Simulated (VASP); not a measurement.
# In (P6/mmm) in VASP: a series of runs

In is run at these levels: BLYP; tasks: single point.

Program: VASP 6.6.1. These are calculated values, not measurements. Logs are shortened: lines on timing, memory, paths and dates and some standing lists are left out, and cuts for length are marked.

## Step 1: The cell of the first run

The structure is hexagonal, space group P6/mmm (No. 191). Conventional cell: a = 5.511 Å, b = 5.511 Å, c = 3.448 Å, α = 90.00°, β = 90.00°, γ = 120.00°. Within 4.5 Å of In (site symmetry 6/mmm) lie 14 In at 3.45 to 3.62 Å. Within 4.2 Å of In (site symmetry -6m2) lie 11 In at 3.18 to 3.62 Å.

This isn't the form of In at room conditions, which is tetragonal.

## Step 2: Single point, BLYP (30.23 Å³/atom)

INCAR reads:

```
PREC = Accurate ; ENCUT = 520
EDIFF = 1E-6 ; ISMEAR = -1
SIGMA = 0.1 ; LREAL = False
LASPH = True ; NELM = 60
ALGO = Normal ; ISIF = 2
LWAVE = False ; LCHARG = False
GGA = B5 ; ALDAX = 1.0
AGGAX = 1.0 ; AGGAC = 1.0
ALDAC = 0.0 ; NBANDS = 26
```

KPOINTS reads:

```
Automatic mesh
0
Gamma
  8 8 10
```

POSCAR reads:

```
In
1.0
    5.5108825528      0.0000000000      0.0000000000
   -2.7554412764      4.7725642880      0.0000000000
    0.0000000000      0.0000000000      3.4479265717
In
3
Direct
    0.0000000000      0.0000000000      0.0000000000
    0.3333333333      0.6666666667      0.5000000000
    0.6666666667      0.3333333333      0.5000000000
```

Potentials or basis: VASP PAW PBE potentials, release 64 (In_d).

Command:

```
> cat potpaw_PBE.64/In_d/POTCAR > POTCAR
> mpirun -np 1 vasp_std > vasp.out
```

OUTCAR:

```text
PREC = Accurate
   ENCUT = 520
   EDIFF = 1E-6
   ISMEAR = -1
   LREAL = False
   LASPH = True
   NELM = 60
   ISIF = 2
   GGA = B5

 ion  position               nearest neighbor table
   1  0.000  0.000  0.000-   2 3.62   3 3.62   2 3.62   3 3.62   3 3.62   3 3.62   2 3.62   2 3.62
                             3 3.62   3 3.62   2 3.62   2 3.62
   2  0.333  0.667  0.500-   3 3.18   3 3.18   3 3.18   1 3.62   1 3.62   1 3.62   1 3.62   1 3.62
                             1 3.62
   3  0.667  0.333  0.500-   2 3.18   2 3.18   2 3.18   1 3.62   1 3.62   1 3.62   1 3.62   1 3.62
                             1 3.62

  LATTYP: Found a hexagonal cell.
 ALAT       =     5.5108825528
 C/A-ratio  =     0.6256577851

  Lattice vectors:

 A1 = (   5.5108825528,   0.0000000000,   0.0000000000)
 A2 = (  -2.7554412764,   4.7725642880,   0.0000000000)
 A3 = (   0.0000000000,   0.0000000000,   3.4479265717)

Analysis of symmetry for initial positions (statically):
=====================================================================
 Subroutine PRICEL returns:
 Original cell was already a primitive cell.

 Routine SETGRP: Setting up the symmetry group for a
 hexagonal supercell.

 Subroutine GETGRP returns: Found 24 space group operations
 (whereof 24 operations were pure point group operations)
 out of a pool of 24 trial point group operations.

The static configuration has the point symmetry D_6h.

Analysis of symmetry for dynamics (positions and initial velocities):
=====================================================================
 Subroutine PRICEL returns:
 Original cell was already a primitive cell.

 Routine SETGRP: Setting up the symmetry group for a
 hexagonal supercell.

 Subroutine GETGRP returns: Found 24 space group operations
 (whereof 24 operations were pure point group operations)
 out of a pool of 24 trial point group operations.

The dynamic configuration has the point symmetry D_6h.

 Subroutine INISYM returns: Found 24 space group operations
 (whereof 24 operations are pure point group operations),
 and found     1 'primitive' translations

----------------------------------------------------------------------------------------

                                     Primitive cell

  volume of cell :      90.6841

  direct lattice vectors                    reciprocal lattice vectors
     5.510882553  0.000000000  0.000000000     0.181459138  0.104765482  0.000000000
    -2.755441276  4.772564288  0.000000000     0.000000000  0.209530965  0.000000000
     0.000000000  0.000000000  3.447926572     0.000000000  0.000000000  0.290029378

  length of vectors
     5.510882553  5.510882553  3.447926572     0.209530965  0.209530965  0.290029378

  position of ions in fractional coordinates (direct lattice)
     0.000000000  0.000000000  0.000000000
     0.333333333  0.666666667  0.500000000
     0.666666667  0.333333333  0.500000000

  ion indices of the primitive-cell ions
   primitive index   ion index
                 1           1
                 2           2
                 3           3

----------------------------------------------------------------------------------------

 KPOINTS: Automatic mesh

Automatic generation of k-mesh.
 Grid dimensions read from file:
 generate k-points for:    8    8   10

 Generating k-lattice:

  Cartesian coordinates                     Fractional coordinates (reciprocal lattice)
     0.022682392  0.013095685  0.000000000     0.125000000  0.000000000  0.000000000
     0.000000000  0.026191371  0.000000000     0.000000000  0.125000000  0.000000000
     0.000000000  0.000000000  0.029002938     0.000000000  0.000000000  0.100000000

  Length of vectors
     0.026191371  0.026191371  0.029002938

  Shift w.r.t. Gamma in fractional coordinates (k-lattice)
     0.000000000  0.000000000  0.000000000

 Subroutine IBZKPT returns following result:
 ===========================================

 Found     60 irreducible k-points:

 Following reciprocal coordinates:
            Coordinates               Weight
  0.000000  0.000000  0.000000      1.000000
  0.125000 -0.000000  0.000000      6.000000
  0.250000 -0.000000  0.000000      6.000000
  0.375000 -0.000000  0.000000      6.000000
  0.500000 -0.000000  0.000000      3.000000
  0.125000  0.125000  0.000000      6.000000
[... 16 lines left out ...]
  0.250000 -0.000000  0.200000     12.000000
  0.375000 -0.000000  0.200000     12.000000
 [... further k-points ...]
   k-points           NKPTS =     60   k-points in BZ     NKDIM =     60   number of bands    NBANDS=     26
   number of dos      NEDOS =    301   number of ions     NIONS =      3
   total plane-waves  NPLWV =  49392
   dimension x,y,z NGX =    42 NGY =   42 NGZ =   28
   dimension x,y,z NGXF=    84 NGYF=   84 NGZF=   56
   ions per type =               3
   NGX,Y,Z   is equivalent  to a cutoff of  12.67, 12.67, 13.50 a.u.
   NGXF,Y,Z  is equivalent  to a cutoff of  25.34, 25.34, 27.00 a.u.
 SYSTEM =  unknown system
   PREC   = accura    normal or accurate (medium, high low for compatibility)
   ISTART =      0    job   : 0-new  1-cont  2-samecut
   ICHARG =      2    charge: 1-file 2-atom 10-const
   ISPIN  =      1    spin polarized calculation?
   LNONCOLLINEAR =      F non collinear calculations
   LSORBIT =      F    spin-orbit coupling
   LASPH  =      T    aspherical Exc in radial PAW
   ENCUT  =  520.0 eV  38.22 Ry    6.18 a.u.  10.25 10.25  6.41*2*pi/ulx,y,z
   NELM   =     60;   NELMIN=  2; NELMDL= -5     # of ELM steps
   EDIFF  = 0.1E-05   stopping-criterion for ELM
   LREAL  =      F    real-space projection
   EDIFFG = 0.1E-04   stopping-criterion for IOM
   NSW    =      0    number of steps for IOM
   IBRION =     -1    ionic relax: 0-MD 1-quasi-New 2-CG
   NFREE  =      0    steps in history (QN), initial steepest desc. (CG)
   ISIF   =      2    stress and relaxation
   ISYM   =      2    0-nonsym 1-usesym 2-fastsym
   POTIM  = 0.5000    time-step for ionic-motion
   TEBEG  =    0.0;   TEEND  =   0.0 temperature during run
   PSTRESS=    0.0 pullay stress
   NELECT =      39.0000    total number of electrons
   NUPDOWN=      -1.0000    fix difference up-down
   EMIN   =  10.00;   EMAX   =-10.00  energy-range for DOS
   EFERMI =   0.00;   METHOD = LEGACY
   ISMEAR =    -1;   SIGMA  =   0.10  broadening in eV -4-tet -1-fermi 0-gaus
   EFERMI_NEDOS =   21; number of points for ismear=-14 and -15
   IALGO  =     38    algorithm
   IMIX   =      4    mixing-type and parameters
     AMIX     =   0.40;   BMIX     =  1.00
     AMIX_MAG =   1.60;   BMIX_MAG =  1.00
  volume/ion in A,a.u.               =      30.23       203.99
  Fermi-wavevector in a.u.,A,eV,Ry     =   1.235718  2.335168 20.776083  1.526999
  Thomas-Fermi vector in A             =   2.370356
   LORBIT       =      0    0 simple, 1 ext, 2 COOP (PROOUT), +10 PAW based schemes
   GGA     = B5    functional components
   LHFCALC =     F    Hartree Fock is set to
   AEXX    =    0.0000 exact exchange contribution
   IVDW    =     0    specifies the selected vdW correction
   LEPSILON=     F    determine dielectric tensor
   LRPA    =     F    only Hartree local field effects (RPA)
 non-spin polarized calculation
  energy-cutoff  :      520.00
  volume of cell :       90.68
 maximum number of plane-waves:      2460
 NGX is ok and might be reduce to    42
   NGX = 21   NGY = 21   NGZ = 13

 number of electron      38.9999987 magnetization

 Free energy of the ion-electron system (eV)
  ---------------------------------------------------
  ext. energy  EPLUGINS =         0.00000000
  ---------------------------------------------------
  free energy    TOTEN  =        -5.56998873 eV

  energy without entropy =       -5.51256034  energy(sigma->0) =       -5.54127454

 E-fermi :   6.4858     XC(G=0):  -8.9970

 val. band max:        6.4797896517   @ k =   0.2500   0.1250   0.3000
 cond. band min:       6.5125742946   @ k =   0.2500   0.2500   0.0000
 fundamental gap:      0.0327846429
 Fermi energy:         6.4858465333

 k-point     1 :       0.0000    0.0000    0.0000
  band No.  band energies     occupation
      1      -8.2910      2.00000
      2      -8.1314      2.00000
      3      -8.1314      2.00000
      4      -8.1181      2.00000
      5      -8.1023      2.00000
      6      -8.0557      2.00000
[... 18 lines left out ...]
     25      15.5325      0.00000
     26      15.5456      0.00000

 k-point     2 :       0.1250   -0.0000    0.0000
  band No.  band energies     occupation
      1      -8.2866      2.00000
      2      -8.1573      2.00000
      3      -8.1488      2.00000
      4      -8.1209      2.00000
      5      -8.0906      2.00000
      6      -8.0693      2.00000
[... 18 lines left out ...]
     25      15.1081      0.00000
     26      15.1946      0.00000

 k-point     3 :       0.2500   -0.0000    0.0000
  band No.  band energies     occupation
      1      -8.2755      2.00000
      2      -8.1988      2.00000
      3      -8.1806      2.00000
      4      -8.1293      2.00000
      5      -8.0958      2.00000
      6      -8.0875      2.00000
[... 18 lines left out ...]
     25      14.3104      0.00000
     26      14.3207      0.00000

 k-point     4 :       0.3750   -0.0000    0.0000
  band No.  band energies     occupation
      1      -8.2644      2.00000
      2      -8.2312      2.00000
      3      -8.2046      2.00000
      4      -8.1402      2.00000
      5      -8.1028      2.00000
      6      -8.0999      2.00000
[... 18 lines left out ...]
     25      12.7042      0.00000
     26      13.3023      0.00000
[... 496 lines left out ...]
      1      -8.2156      2.00000
      2      -8.1551      2.00000
      3      -8.1520      2.00000
      4      -8.1345      2.00000
      5      -8.1284      2.00000
      6      -8.0642      2.00000
[... 18 lines left out ...]
     25      12.1506      0.00000
     26      13.7628      0.00000

 k-point    23 :       0.2500   -0.0000    0.2000
  band No.  band energies     occupation
      1      -8.2224      2.00000
      2      -8.1894      2.00000
      3      -8.1732      2.00000
      4      -8.1318      2.00000
      5      -8.1139      2.00000
      6      -8.0587      2.00000
[... 18 lines left out ...]
     25      11.7250      0.00000
     26      13.2107      0.00000

 k-point    24 :       0.3750   -0.0000    0.2000
  band No.  band energies     occupation
      1      -8.2323      2.00000
      2      -8.2125      2.00000
      3      -8.1810      2.00000
      4      -8.1267      2.00000
      5      -8.1031      2.00000
      6      -8.0623      2.00000
[... 18 lines left out ...]
     25      11.9231      0.00000
     26      12.1621      0.00000

 [... further k-points ...]

------------------------ aborting loop because EDIFF is reached ----------------------------------------

  FORCE on cell =-STRESS in cart. coord.  units (eV):
  Direction    XX          YY          ZZ          XY          YZ          ZX
  --------------------------------------------------------------------------------------
  -------------------------------------------------------------------------------------
  Total        0.7079503      0.7079503      0.5259129      0.0000000      0.0000000      0.0000000
  in kB       12.5078419     12.5078419      9.2916625      0.0000000      0.0000000      0.0000000
  external PRESSURE =      11.4357821 kB  Pullay stress =       0.0000000 kB

 VOLUME and BASIS-vectors are now :
 -----------------------------------------------------------------------------
  energy-cutoff  :      520.00
  volume of cell :       90.68
      direct lattice vectors                 reciprocal lattice vectors
     5.510882553  0.000000000  0.000000000     0.181459138  0.104765482  0.000000000
    -2.755441276  4.772564288  0.000000000     0.000000000  0.209530965  0.000000000
     0.000000000  0.000000000  3.447926572     0.000000000  0.000000000  0.290029378

 POSITION                                       TOTAL-FORCE (eV/Angst)
 -----------------------------------------------------------------------------------
      0.00000      0.00000      0.00000        -0.000000      0.000000      0.000000
     -0.00000      3.18171      1.72396        -0.000000      0.000000      0.000000
      2.75544      1.59085      1.72396         0.000000      0.000000     -0.000000
 -----------------------------------------------------------------------------------
    total drift:                                0.000000      0.000000     -0.000000

  FREE ENERGIE OF THE ION-ELECTRON SYSTEM (eV)
  ---------------------------------------------------
  free  energy   TOTEN  =        -5.5699887294 eV

  energy  without entropy=       -5.5125603439  energy(sigma->0) =       -5.54127454
```

Run time: 2.1 min. Hardware: 1 thread of Intel Xeon Platinum 8488C (Sapphire Rapids), shared host; peak memory 0.26 GiB.

Results:

```
Free energy            : -5.5700 eV
Pressure               : 1.1 GPa
Band gap on the k mesh : zero (an odd number of electrons rules out a gap without spin polarisation)
```

Caveat: the PAW data sets were made with another functional, which shifts forces and pressure a little; spin-orbit coupling is left out, which moves the levels of the heavy elements.

[end of part 1 of 2]

The gap in the log of VASP goes by the Fermi energy; the results here count the filled bands.